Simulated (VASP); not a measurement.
# AlN (Pm) in VASP: notebook, part 2 of 2

VASP 6.6.1.

**5. Single point, LDA (atom 1 (Al) moved by +0.000 Å along [1 0 0] and +0.248 Å along [1 2 0])**

Contents of INCAR:

```
SYSTEM = AlN
PREC     = Accurate       ! precision mode
ENCUT    = 520            ! plane-wave cutoff, eV
EDIFF    = 1E-6           ! SCF threshold, eV
ISMEAR   = 0              ! smearing method
SIGMA    = 0.05           ! smearing width, eV
LREAL    = .FALSE.        ! projectors in reciprocal space
LASPH    = .TRUE.         ! aspherical terms in the spheres
NELM     = 80             ! most SCF steps
ALGO     = Normal         ! electronic algorithm
ISIF     = 2              ! what is computed and relaxed
LWAVE    = .FALSE.        ! write WAVECAR
LCHARG   = .FALSE.        ! write CHGCAR
GGA      = CA             ! functional
NBANDS   = 26             ! bands
```

Contents of KPOINTS:

```
regular mesh
0
G
  8 6 4
  0 0 0
```

Contents of POSCAR:

```
AlN
1.0
   -1.6378403119      2.8368226349      0.0000000000
    0.0000000000      0.0000000000      4.1006264518
    4.9135209358      2.8368226349      0.0000000000
Al N
4 4
Direct
    0.5655663127      0.7500000000      0.1885221043
    1.0000000000      0.7500000000      0.6666666667
    0.0000000000      0.2500000000      0.3333333333
    0.5000000000      0.2500000000      0.8333333333
    0.5000000000      0.2500000000      0.1666666667
    1.0000000000      0.2500000000      0.6666666667
    0.0000000000      0.7500000000      0.3333333333
    0.5000000000      0.7500000000      0.8333333333
```

Potentials or basis: VASP PAW LDA potentials, release 64 (Al, N).

The run is started by

```
cat potpaw_LDA.64/Al/POTCAR potpaw_LDA.64/N/POTCAR > POTCAR
mpirun -np 1 vasp_std > vasp.out
```

OUTCAR:

```text
SYSTEM = AlN
   PREC = Accurate
   ENCUT = 520
   EDIFF = 1E-6
   ISMEAR = 0
   LREAL = .FALSE.
   LASPH = .TRUE.
   NELM = 80
   ISIF = 2
   GGA = CA

 ion  position               nearest neighbor table
   1  0.566  0.750  0.189-   7 1.64   7 2.03   8 2.03   5 2.07   5 2.07   3 2.63   3 2.63   3 2.88
                             3 2.88   4 2.88   4 2.88   2 3.06   2 3.29   2 3.29
   2  0.000  0.750  0.667-   8 1.89   8 1.89   7 1.89   6 2.05   6 2.05   4 2.79   4 2.79   4 2.79
                             4 2.79   3 2.79   3 2.79   1 3.06   1 3.29   1 3.29
   3  0.000  0.250  0.333-   5 1.89   5 1.89   6 1.89   7 2.05   7 2.05   1 2.63   1 2.63   2 2.79
[... 918 lines left out ...]
  Total       -1.6186660      7.4471638      0.2949695      0.0077884      0.0000000      0.0000000
  in kB      -34.0293676    156.5624279      6.2011712      0.1637368      0.0000000      0.0000000
  external PRESSURE =      42.9114105 kB  Pullay stress =       0.0000000 kB

 VOLUME and BASIS-vectors are now :
 -----------------------------------------------------------------------------
  energy-cutoff  :      520.00
  volume of cell :       76.21
      direct lattice vectors                 reciprocal lattice vectors
    -1.637840312  2.836822635  0.000000000    -0.152640033  0.264380293  0.000000000
     0.000000000  0.000000000  4.100626452     0.000000000  0.000000000  0.243865178
     4.913520936  2.836822635  0.000000000     0.152640033  0.088126764  0.000000000

 POSITION                                       TOTAL-FORCE (eV/Angst)
 -----------------------------------------------------------------------------------
      0.00000      2.13922      3.07547        -0.477589     -7.463063      0.000000
      3.27568      1.89122      3.07547         0.476708      0.394176      0.000000
      1.63784      0.94561      1.02516        -0.196446      0.564505      0.000000
      3.27568      3.78243      1.02516         0.196941     -0.017124      0.000000
      0.00000      1.89122      1.02516         0.263442      0.703534      0.000000
      3.27568      1.89122      1.02516        -0.276125     -0.131013      0.000000
      1.63784      0.94561      3.07547        -0.344374      5.364798      0.000000
      3.27568      3.78243      3.07547         0.357444      0.584186      0.000000
 -----------------------------------------------------------------------------------
    total drift:                                0.000087      0.001297     -0.000000

  FREE ENERGIE OF THE ION-ELECTRON SYSTEM (eV)
  ---------------------------------------------------
  free  energy   TOTEN  =       -64.1704540569 eV

  energy  without entropy=      -64.1704540569  energy(sigma->0) =      -64.17045406
```

OSZICAR:

```text
N       E                     dE             d eps       ncg     rms          rms(c)
DAV:   1     0.105893478739E+03    0.10589E+03   -0.15023E+04  3752   0.112E+03
DAV:   2    -0.658046664409E+02   -0.17170E+03   -0.16032E+03  5020   0.223E+02
DAV:   3    -0.742755633344E+02   -0.84709E+01   -0.84220E+01  5006   0.506E+01
DAV:   4    -0.743422493945E+02   -0.66686E-01   -0.66641E-01  4560   0.513E+00
DAV:   5    -0.743430856545E+02   -0.83626E-03   -0.83605E-03  4884   0.565E-01    0.173E+01
DAV:   6    -0.644487348002E+02    0.98944E+01   -0.30970E+01  4680   0.290E+01    0.610E+00
DAV:   7    -0.642955880364E+02    0.15315E+00   -0.14856E+00  4702   0.586E+00    0.395E+00
DAV:   8    -0.641802741784E+02    0.11531E+00   -0.17590E-01  4536   0.273E+00    0.556E-01
DAV:   9    -0.641703107934E+02    0.99634E-02   -0.25127E-02  4928   0.843E-01    0.305E-01
DAV:  10    -0.641705647143E+02   -0.25392E-03   -0.25689E-03  4312   0.295E-01    0.115E-01
DAV:  11    -0.641704502721E+02    0.11444E-03   -0.49922E-04  4460   0.163E-01    0.345E-02
DAV:  12    -0.641704544914E+02   -0.42194E-05   -0.49612E-05  4716   0.465E-02    0.141E-02
DAV:  13    -0.641704540569E+02    0.43451E-06   -0.99386E-06  4748   0.211E-02
   1 F= -.64170454E+02 E0= -.64170454E+02  d E =-.660535E-11
```

stdout:

```text
POSCAR found type information on POSCAR AlN
 POSCAR found :  2 types and       8 ions
 scaLAPACK will be used
 LDA part: xc-table for (Slater(with rela. corr.)+CA(PZ))
 , standard interpolation
 POSCAR, INCAR and KPOINTS ok, starting setup
 FFT: planning ... GRIDC
 FFT: planning ... GRID_SOFT
 FFT: planning ... GRID
 WAVECAR not read
 entering main loop
```

Wall time 49 s (1 thread of AMD EPYC 9R45 (Zen 5), shared host); peak memory 0.19 GiB.

Results:

- Free energy: -64.1705 eV
- Pressure: 4.3 GPa
- Largest force: 7.478 eV/Å
- Band gap on the k mesh: 3.48 eV

Forces in eV/Å, atoms in the order of the input:
```
Al  -0.478 -7.463  0.000
Al   0.477  0.394  0.000
Al  -0.196  0.565  0.000
Al   0.197 -0.017  0.000
N    0.263  0.704  0.000
N   -0.276 -0.131  0.000
N   -0.344  5.365  0.000
N    0.357  0.584  0.000
```

Caveat: the cell differs from its parent crystal (atom 1 (Al) moved by +0.000 Å along [1 0 0] and +0.248 Å along [1 2 0]); the stress differs along the axes, from -3 to 16 GPa; forces of over 1 eV/Å act on the atoms, so gaps and moduli don't describe the material at rest.

**6. The runs side by side**

```tsv
potentials or basis	cell	cutoff (eV)	gap on the mesh (eV)	pressure (GPa)	largest force (eV/Å)
VASP PAW LDA potentials, release 64 (Al, N_h)	as given, atomic positions A	1330	1.97	11.1	5.89
VASP PAW LDA potentials, release 64 (Al, N)	as given, atomic positions B	520	0.97	42.2	58.94
VASP PAW LDA potentials, release 64 (Al, N)	as given, atomic positions C	520	3.25	3.6	6.72
VASP PAW LDA potentials, release 64 (Al, N)	as given, atomic positions D	520	3.48	4.3	7.48
```

Alike in all rows: task single point; level LDA; no spin polarisation; k mesh 8 × 6 × 4; smearing gaussian 0.05 eV.

Caveats: forces of over 1 eV/Å act on the atoms, so gaps and moduli don't describe the material at rest; the stress differs along the axes, from 2 to 23 GPa (at least some runs); atoms lie so close that the PAW spheres overlap strongly, which falsifies energies and pressures (at least some runs); the stress differs along the axes, from 3 to 107 GPa (at least some runs); the stress differs along the axes, from 1 to 7 GPa (at least some runs); the stress differs along the axes, from -3 to 16 GPa (at least some runs).

Absolute energies hang on the potentials; compare differences alone.
